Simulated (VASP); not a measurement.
# MgO (P-6m2) in VASP: further runs

The runs below take MgO through single point, with PBE, LDA.

Program: VASP 6.6.1. These are calculated values, not measurements. Logs are shortened: lines on timing, memory, paths and dates and some standing lists are left out, and cuts for length are marked.

**1. The cell of the first run**

Symmetry: P-6m2, No. 187, hexagonal system. Conventional cell: a = 2.938 Å, b = 2.938 Å, c = 2.680 Å, α = 90.00°, β = 90.00°, γ = 120.00°. Mg (site symmetry -6m2) has 6 O at 2.16 Å and 2 Mg at 2.68 Å within 2.9 Å. O (site symmetry -6m2) has 6 Mg at 2.16 Å and 2 O at 2.68 Å within 2.9 Å.

**2. Single point, PBE**

INCAR reads:

```
SYSTEM = MgO
  ALGO = Normal
  EDIFF = 1E-6
  ENCUT = 600
  GGA = PE
  GGA_COMPAT = .False.
  ISIF = 2
  ISMEAR = 0
  LASPH = .True.
  LCHARG = .True.
  LELF = .True.
  LREAL = .False.
  LVHAR = .True.
  LWAVE = .False.
  NBANDS = 11
  NELM = 120
  PREC = Accurate
  SIGMA = 0.01
```

KPOINTS reads:

```
k-points
0
Gamma
  6 6 6
  0 0 0
```

POSCAR reads:

```
MgO
1.0
    2.9380209034      0.0000000000      0.0000000000
   -1.4690104517      2.5444007392      0.0000000000
    0.0000000000      0.0000000000      2.6796800000
Mg O
1 1
Direct
    0.0000000000      0.0000000000      0.0000000000
    0.3333333333      0.6666666667      0.5000000000
```

Potentials or basis: VASP PAW PBE potentials, release 64 (Mg, O).

Run with:

```bash
cat potpaw_PBE.64/Mg/POTCAR potpaw_PBE.64/O/POTCAR > POTCAR
mpirun -np 1 vasp_std > vasp.out
```

OUTCAR:

```text
SYSTEM = MgO
   EDIFF = 1E-6
   ENCUT = 600
   GGA = PE
   ISIF = 2
   ISMEAR = 0
   LASPH = .True.
   LREAL = .False.
   NELM = 120
   PREC = Accurate

 ion  position               nearest neighbor table
   1  0.000  0.000  0.000-   2 2.16   2 2.16   2 2.16   2 2.16   2 2.16   2 2.16
   2  0.333  0.667  0.500-   1 2.16   1 2.16   1 2.16   1 2.16   1 2.16   1 2.16

  LATTYP: Found a hexagonal cell.
 ALAT       =     2.9380209034
 C/A-ratio  =     0.9120697531

  Lattice vectors:

 A1 = (   2.9380209034,   0.0000000000,   0.0000000000)
 A2 = (  -1.4690104517,   2.5444007392,   0.0000000000)
 A3 = (   0.0000000000,   0.0000000000,   2.6796800000)

Analysis of symmetry for initial positions (statically):
=====================================================================
 Subroutine PRICEL returns:
 Original cell was already a primitive cell.

 Routine SETGRP: Setting up the symmetry group for a
 hexagonal supercell.

 Subroutine GETGRP returns: Found 12 space group operations
 (whereof 12 operations were pure point group operations)
 out of a pool of 24 trial point group operations.

The static configuration has the point symmetry D_3h.

Analysis of symmetry for dynamics (positions and initial velocities):
=====================================================================
 Subroutine PRICEL returns:
 Original cell was already a primitive cell.

 Routine SETGRP: Setting up the symmetry group for a
 hexagonal supercell.

 Subroutine GETGRP returns: Found 12 space group operations
 (whereof 12 operations were pure point group operations)
 out of a pool of 24 trial point group operations.

The dynamic configuration has the point symmetry D_3h.

 Subroutine INISYM returns: Found 12 space group operations
 (whereof 12 operations are pure point group operations),
 and found     1 'primitive' translations

----------------------------------------------------------------------------------------

                                     Primitive cell

  volume of cell :      20.0320

  direct lattice vectors                    reciprocal lattice vectors
     2.938020903  0.000000000  0.000000000     0.340365175  0.196509926  0.000000000
    -1.469010452  2.544400739  0.000000000     0.000000000  0.393019851  0.000000000
     0.000000000  0.000000000  2.679680000     0.000000000  0.000000000  0.373178887

  length of vectors
     2.938020903  2.938020903  2.679680000     0.393019851  0.393019851  0.373178887

  position of ions in fractional coordinates (direct lattice)
     0.000000000  0.000000000  0.000000000
     0.333333333  0.666666667  0.500000000

  ion indices of the primitive-cell ions
   primitive index   ion index
                 1           1
                 2           2

----------------------------------------------------------------------------------------

 KPOINTS: k-points

Automatic generation of k-mesh.
 Grid dimensions read from file:
 generate k-points for:    6    6    6

 Generating k-lattice:

  Cartesian coordinates                     Fractional coordinates (reciprocal lattice)
     0.056727529  0.032751654  0.000000000     0.166666667 -0.000000000  0.000000000
     0.000000000  0.065503309  0.000000000     0.000000000  0.166666667  0.000000000
     0.000000000  0.000000000  0.062196481     0.000000000  0.000000000  0.166666667

  Length of vectors
     0.065503309  0.065503309  0.062196481

  Shift w.r.t. Gamma in fractional coordinates (k-lattice)
     0.000000000  0.000000000  0.000000000

 Subroutine IBZKPT returns following result:
 ===========================================

 Found     28 irreducible k-points:

 Following reciprocal coordinates:
            Coordinates               Weight
  0.000000  0.000000  0.000000      1.000000
  0.166667  0.000000  0.000000      6.000000
  0.333333  0.000000  0.000000      6.000000
  0.500000 -0.000000  0.000000      3.000000
  0.166667  0.166667  0.000000      6.000000
  0.333333  0.166667  0.000000     12.000000
[... 16 lines left out ...]
  0.166667  0.000000  0.500000      6.000000
  0.333333  0.000000  0.500000      6.000000
 [... further k-points ...]
   k-points           NKPTS =     28   k-points in BZ     NKDIM =     28   number of bands    NBANDS=     11
   number of dos      NEDOS =    301   number of ions     NIONS =      2
   total plane-waves  NPLWV =  13824
   dimension x,y,z NGX =    24 NGY =   24 NGZ =   24
   dimension x,y,z NGXF=    48 NGYF=   48 NGZF=   48
   ions per type =               1   1
   NGX,Y,Z   is equivalent  to a cutoff of  13.58, 13.58, 14.89 a.u.
   NGXF,Y,Z  is equivalent  to a cutoff of  27.16, 27.16, 29.78 a.u.
 SYSTEM =  MgO
   PREC   = accura    normal or accurate (medium, high low for compatibility)
   ISTART =      0    job   : 0-new  1-cont  2-samecut
   ICHARG =      2    charge: 1-file 2-atom 10-const
   ISPIN  =      1    spin polarized calculation?
   LNONCOLLINEAR =      F non collinear calculations
   LSORBIT =      F    spin-orbit coupling
   LASPH  =      T    aspherical Exc in radial PAW
   ENCUT  =  600.0 eV  44.10 Ry    6.64 a.u.   5.87  5.87  5.35*2*pi/ulx,y,z
   NELM   =    120;   NELMIN=  2; NELMDL= -5     # of ELM steps
   EDIFF  = 0.1E-05   stopping-criterion for ELM
   LREAL  =      F    real-space projection
   EDIFFG = 0.1E-04   stopping-criterion for IOM
   NSW    =      0    number of steps for IOM
   IBRION =     -1    ionic relax: 0-MD 1-quasi-New 2-CG
   NFREE  =      0    steps in history (QN), initial steepest desc. (CG)
   ISIF   =      2    stress and relaxation
   ISYM   =      2    0-nonsym 1-usesym 2-fastsym
   POTIM  = 0.5000    time-step for ionic-motion
   TEBEG  =    0.0;   TEEND  =   0.0 temperature during run
   PSTRESS=    0.0 pullay stress
   NELECT =       8.0000    total number of electrons
   NUPDOWN=      -1.0000    fix difference up-down
   EMIN   =  10.00;   EMAX   =-10.00  energy-range for DOS
   EFERMI =   0.00;   METHOD = LEGACY
   ISMEAR =     0;   SIGMA  =   0.01  broadening in eV -4-tet -1-fermi 0-gaus
   EFERMI_NEDOS =   21; number of points for ismear=-14 and -15
   IALGO  =     38    algorithm
   IMIX   =      4    mixing-type and parameters
     AMIX     =   0.40;   BMIX     =  1.00
     AMIX_MAG =   1.60;   BMIX_MAG =  1.00
  volume/ion in A,a.u.               =      10.02        67.59
  Fermi-wavevector in a.u.,A,eV,Ry     =   1.205583  2.278221 19.775115  1.453430
  Thomas-Fermi vector in A             =   2.341275
   LORBIT       =      0    0 simple, 1 ext, 2 COOP (PROOUT), +10 PAW based schemes
   GGA     = PE    functional components
   LHFCALC =     F    Hartree Fock is set to
   AEXX    =    0.0000 exact exchange contribution
   IVDW    =     0    specifies the selected vdW correction
   LEPSILON=     F    determine dielectric tensor
   LRPA    =     F    only Hartree local field effects (RPA)
 non-spin polarized calculation
 Gauss-broadening in eV      SIGMA  =   0.01
  energy-cutoff  :      600.00
  volume of cell :       20.03
 maximum number of plane-waves:       684
 NGX is ok and might be reduce to    24
   NGX = 11   NGY = 11   NGZ = 11

 number of electron       7.9999996 magnetization

 Free energy of the ion-electron system (eV)
  ---------------------------------------------------
  ext. energy  EPLUGINS =         0.00000000
  ---------------------------------------------------
  free energy    TOTEN  =       -11.23193768 eV

  energy without entropy =      -11.23193768  energy(sigma->0) =      -11.23193768

 E-fermi :   3.3993     XC(G=0): -10.7329

 val. band max:        3.3047276392   @ k =   0.3333   0.3333   0.0000
 cond. band min:       6.3027410245   @ k =   0.0000   0.0000   0.0000
 fundamental gap:      2.9980133854
 Fermi energy:         3.3993415536

 k-point     1 :       0.0000    0.0000    0.0000
  band No.  band energies     occupation
      1     -14.1280      2.00000
      2       2.7023      2.00000
      3       2.7023      2.00000
      4       2.9032      2.00000
      5       6.3027      0.00000
      6      15.1734      0.00000
      7      18.8684      0.00000
      8      18.8684      0.00000
      9      23.1318      0.00000
     10      24.1765      0.00000
     11      25.7952      0.00000

 k-point     2 :       0.1667    0.0000    0.0000
  band No.  band energies     occupation
      1     -13.8958      2.00000
      2       1.2148      2.00000
      3       2.5104      2.00000
      4       2.9875      2.00000
      5       7.7064      0.00000
      6      14.9696      0.00000
      7      17.2630      0.00000
      8      19.5276      0.00000
      9      23.7156      0.00000
     10      24.3721      0.00000
     11      26.3008      0.00000

 k-point     3 :       0.3333    0.0000    0.0000
  band No.  band energies     occupation
      1     -13.3829      2.00000
      2      -0.7493      2.00000
      3       2.1554      2.00000
      4       3.1637      2.00000
      5       9.4140      0.00000
      6      13.7888      0.00000
      7      16.9936      0.00000
      8      20.6620      0.00000
      9      22.7018      0.00000
     10      24.2769      0.00000
     11      28.4275      0.00000
[... 267 lines left out ...]
 k-point    23 :       0.1667    0.0000    0.5000
  band No.  band energies     occupation
      1     -12.8927      2.00000
      2      -1.6902      2.00000
      3       2.2353      2.00000
      4       3.0147      2.00000
      5      11.5151      0.00000
      6      12.7643      0.00000
      7      19.4799      0.00000
      8      19.6460      0.00000
      9      19.9418      0.00000
     10      22.7409      0.00000
     11      24.8674      0.00000

 k-point    24 :       0.3333    0.0000    0.5000
  band No.  band energies     occupation
      1     -12.5353      2.00000
      2      -0.8833      2.00000
      3       0.6531      2.00000
      4       2.6507      2.00000
      5       9.9416      0.00000
      6      14.4672      0.00000
      7      17.9206      0.00000
      8      17.9459      0.00000
      9      18.8853      0.00000
     10      24.5766      0.00000
     11      24.9011      0.00000

 [... further k-points ...]

------------------------ aborting loop because EDIFF is reached ----------------------------------------

  FORCE on cell =-STRESS in cart. coord.  units (eV):
  Direction    XX          YY          ZZ          XY          YZ          ZX
  --------------------------------------------------------------------------------------
  -------------------------------------------------------------------------------------
  Total       -0.1071059     -0.1071059     -0.1157595     -0.0000000      0.0000000      0.0000000
  in kB       -8.5664416     -8.5664416     -9.2585686     -0.0000000      0.0000000      0.0000000
  external PRESSURE =      -8.7971506 kB  Pullay stress =       0.0000000 kB

 VOLUME and BASIS-vectors are now :
 -----------------------------------------------------------------------------
  energy-cutoff  :      600.00
  volume of cell :       20.03
      direct lattice vectors                 reciprocal lattice vectors
     2.938020903  0.000000000  0.000000000     0.340365175  0.196509926  0.000000000
    -1.469010452  2.544400739  0.000000000     0.000000000  0.393019851  0.000000000
     0.000000000  0.000000000  2.679680000     0.000000000  0.000000000  0.373178887

 POSITION                                       TOTAL-FORCE (eV/Angst)
 -----------------------------------------------------------------------------------
      0.00000      0.00000      0.00000         0.000000      0.000000      0.000000
     -0.00000      1.69627      1.33984         0.000000      0.000000      0.000000
 -----------------------------------------------------------------------------------
    total drift:                                0.000000     -0.000000     -0.000000

  FREE ENERGIE OF THE ION-ELECTRON SYSTEM (eV)
  ---------------------------------------------------
  free  energy   TOTEN  =       -11.2319376765 eV

  energy  without entropy=      -11.2319376765  energy(sigma->0) =      -11.23193768
```

Run time: 12 s. Hardware: 1 thread of Intel Xeon 8259CL, shared host; peak memory 0.14 GiB.

What came out:

* Free energy: -11.2319 eV
* Pressure: -0.9 GPa
* Band gap on the k mesh: 3.00 eV, indirect (least direct gap 3.40 eV)

Levels at points of the mesh, in eV from the valence-band top:
| k point | band 2 | band 3 | band 4 | band 5 | band 6 | band 7 |
| --- | --- | --- | --- | --- | --- | --- |
| (0.00, 0.00, 0.00) | -0.60 | -0.60 | -0.40 | 3.00 | 11.87 | 15.56 |
| (0.50, 0.00, 0.00) | -4.88 | -1.31 | -0.05 | 6.59 | 10.53 | 13.09 |
| (0.00, 0.00, 0.50) | -5.35 | -0.10 | -0.10 | 8.28 | 9.00 | 17.55 |
| (0.50, 0.00, 0.50) | -3.71 | -3.35 | -0.82 | 5.82 | 11.41 | 13.96 |

**3. Single point, PBE**

INCAR reads:

```
  PREC = Accurate
  ENCUT = 600
  EDIFF = 1E-6
  ISMEAR = 1
  SIGMA = 0.1
  LREAL = False
  LASPH = True
  NELM = 120
  ALGO = Normal
  ISIF = 2
  LWAVE = False
  LCHARG = False
  GGA = PE
  NBANDS = 11
  GGA_COMPAT = False
```

KPOINTS reads:

```
regular mesh
0
Gamma
  6 6 6
```

POSCAR is that of step 2.

Potentials or basis: VASP PAW PBE potentials, release 64 (Mg, O).

Run with:

```bash
cat potpaw_PBE.64/Mg/POTCAR potpaw_PBE.64/O/POTCAR > POTCAR
mpirun -np 1 vasp_std > vasp.out
```

It took 11 s on 1 thread of Intel Xeon 8259CL, shared host; peak memory 0.14 GiB.

The run converged. Its results:

```yaml
Free_energy: -11.2315 eV
Pressure: -0.9 GPa
Band_gap_on_the_k_mesh: 3.00 eV, indirect (least direct gap 3.40 eV)
```

Stress tensor (GPa, compression positive):
```
-0.84  0.00  0.00
 0.00 -0.84  0.00
 0.00  0.00 -0.97
```

Levels at points of the mesh, in eV from the valence-band top:
| k point | band 1 | band 2 | band 3 | band 4 | band 5 | band 6 | band 7 | band 8 | band 9 |
| --- | --- | --- | --- | --- | --- | --- | --- | --- | --- |
| (0.00, 0.00, 0.00) | -17.43 | -0.60 | -0.60 | -0.40 | 3.00 | 11.87 | 15.56 | 15.56 | 19.83 |
| (0.50, 0.00, 0.00) | -16.40 | -4.88 | -1.31 | -0.05 | 6.59 | 10.53 | 13.09 | 17.79 | 18.86 |
| (0.00, 0.00, 0.50) | -16.36 | -5.35 | -0.09 | -0.09 | 8.28 | 9.00 | 17.55 | 17.55 | 18.50 |
| (0.50, 0.00, 0.50) | -15.64 | -3.71 | -3.35 | -0.82 | 5.82 | 11.41 | 13.96 | 14.85 | 15.20 |

A k mesh can miss the band edges.

**4. Single point, LDA**

INCAR reads:

```
ALGO = Normal ; EDIFF = 1E-6
ENCUT = 600 ; GGA = CA
GGA_COMPAT = False ; ISIF = 2
ISMEAR = -1 ; LASPH = True
LCHARG = False ; LREAL = False
LWAVE = False ; NBANDS = 11
NELM = 120 ; PREC = Accurate
SIGMA = 0.02
```

KPOINTS reads:

```
k-points
0
Gamma
  6 6 6
```

POSCAR is that of step 3.

Potentials or basis: VASP PAW LDA potentials, release 64 (Mg, O).

Run with:

```bash
cat potpaw_LDA.64/Mg/POTCAR potpaw_LDA.64/O/POTCAR > POTCAR
mpirun -np 1 vasp_std > vasp.out
```

Run time: 8.8 s. Hardware: 1 thread of Intel Xeon 8259CL, shared host; peak memory 0.13 GiB.

The run converged. Its results:

```
Free energy            : -12.6773 eV
Pressure               : -11.2 GPa
Band gap on the k mesh : 2.94 eV, indirect (least direct gap 3.35 eV)
```

Stress tensor (GPa, compression positive):
```
-10.67   0.00   0.00
  0.00 -10.67   0.00
  0.00   0.00 -12.26
```

Levels at points of the mesh, in eV from the valence-band top:
```
           k point  band 2  band 3  band 4  band 5  band 6  band 7
(0.00, 0.00, 0.00)   -0.60   -0.60   -0.41    2.94   11.63   15.29
(0.50, 0.00, 0.00)   -4.95   -1.33   -0.05    6.44   10.36   12.88
(0.00, 0.00, 0.50)   -5.43   -0.09   -0.09    8.15    8.86   17.30
(0.50, 0.00, 0.50)   -3.76   -3.40   -0.83    5.62   11.21   13.71
```

**5. Single point, PBE**

INCAR reads:

```
  PREC = Accurate
  ENCUT = 600
  EDIFF = 1E-6
  ISMEAR = 0
  SIGMA = 0.1
  LREAL = False
  LASPH = True
  NELM = 120
  ALGO = Normal
  ISIF = 2
  LWAVE = False
  LCHARG = False
  GGA = PE
  NBANDS = 11
  NELECT = 8.5
  GGA_COMPAT = False
```

KPOINTS reads:

```
Automatic mesh
0
Gamma
  6 6 6
```

POSCAR is that of step 4.

Potentials or basis: VASP PAW PBE potentials, release 64 (Mg, O).

Run with:

```bash
cat potpaw_PBE.64/Mg/POTCAR potpaw_PBE.64/O/POTCAR > POTCAR
mpirun -np 1 vasp_std > vasp.out
```

It took 12 s on 1 thread of Intel Xeon 8259CL, shared host; peak memory 0.14 GiB.

It converged, with:

```yaml
Free_energy: -6.9064 eV
```

Levels at points of the mesh, in eV from the Fermi level:
```csv
k point,band 1,band 2,band 3,band 4,band 5,band 6,band 7,band 8,band 9
"(0.00, 0.00, 0.00)",-23.61,-6.74,-6.74,-6.51,-3.45,5.36,9.13,9.13,13.31
"(0.50, 0.00, 0.00)",-22.55,-11.18,-7.48,-6.14,0.08,4.22,6.72,11.45,12.46
"(0.00, 0.00, 0.50)",-22.52,-11.59,-6.22,-6.22,1.82,2.62,11.18,11.18,12.07
"(0.50, 0.00, 0.50)",-21.78,-9.88,-9.59,-6.98,-0.71,4.93,7.64,8.49,8.85
```

Caveat: the k points lie up to 0.41 Å⁻¹ apart; the cell carries a net charge on a neutralising background, which shifts energy and pressure; the cell is charged against a uniform background, so pressure and absolute levels hang on convention.

**6. Single point, PBE**

INCAR reads:

```
SYSTEM = MgO
ALGO = Normal
EDIFF = 1E-6
ENCUT = 600
GGA = PE
GGA_COMPAT = .FALSE.
ISIF = 2
ISMEAR = 0
LASPH = .TRUE.
LCHARG = .FALSE.
LREAL = .FALSE.
LWAVE = .FALSE.
NBANDS = 11
NELM = 120
PREC = Accurate
SIGMA = 0.1
```

KPOINTS reads:

```
k-points
0
G
  6 6 6
  0 0 0
```

POSCAR is that of step 5.

Potentials or basis: VASP PAW PBE potentials, release 64 (Mg, O).

Run with:

```bash
cat potpaw_PBE.64/Mg/POTCAR potpaw_PBE.64/O/POTCAR > POTCAR
mpirun -np 1 vasp_std > vasp.out
```

Wall time 5 s (1 thread of Intel Xeon 6975P-C, shared host); peak memory 0.14 GiB.

It converged, with:

```
Free energy            : -11.2319 eV
Pressure               : -0.9 GPa
Band gap on the k mesh : 3.00 eV, indirect (least direct gap 3.40 eV)
```

Levels at points of the mesh, in eV from the valence-band top:
| k point | band 1 | band 2 | band 3 | band 4 | band 5 | band 6 | band 7 | band 8 |
| --- | --- | --- | --- | --- | --- | --- | --- | --- |
| (0.00, 0.00, 0.00) | -17.43 | -0.60 | -0.60 | -0.40 | 3.00 | 11.87 | 15.56 | 15.56 |
| (0.50, 0.00, 0.00) | -16.40 | -4.88 | -1.31 | -0.05 | 6.59 | 10.53 | 13.09 | 17.79 |
| (0.00, 0.00, 0.50) | -16.36 | -5.35 | -0.10 | -0.10 | 8.28 | 9.00 | 17.55 | 17.55 |
| (0.50, 0.00, 0.50) | -15.64 | -3.71 | -3.35 | -0.82 | 5.82 | 11.41 | 13.96 | 14.85 |

**7. The runs side by side**

| level | potentials or basis | smearing | gap on the mesh (eV) | pressure (GPa) |
| --- | --- | --- | --- | --- |
| PBE | VASP PAW PBE potentials, release 64 (Mg, O) | gaussian 0.01 eV | 3.00 | -0.9 |
| PBE | VASP PAW PBE potentials, release 64 (Mg, O) | methfessel-paxton 0.1 eV | 3.00 | -0.9 |
| LDA | VASP PAW LDA potentials, release 64 (Mg, O) | fermi-dirac 0.02 eV | 2.94 | -11.2 |
| PBE | VASP PAW PBE potentials, release 64 (Mg, O) | gaussian 0.1 eV | 3.00 | -0.9 |

Alike in all rows: task single point; no spin polarisation; cell as given; k mesh 6 × 6 × 6; cutoff (eV) 600.

Total energies depend on the potentials used, so only differences within one code and one set of settings carry meaning.
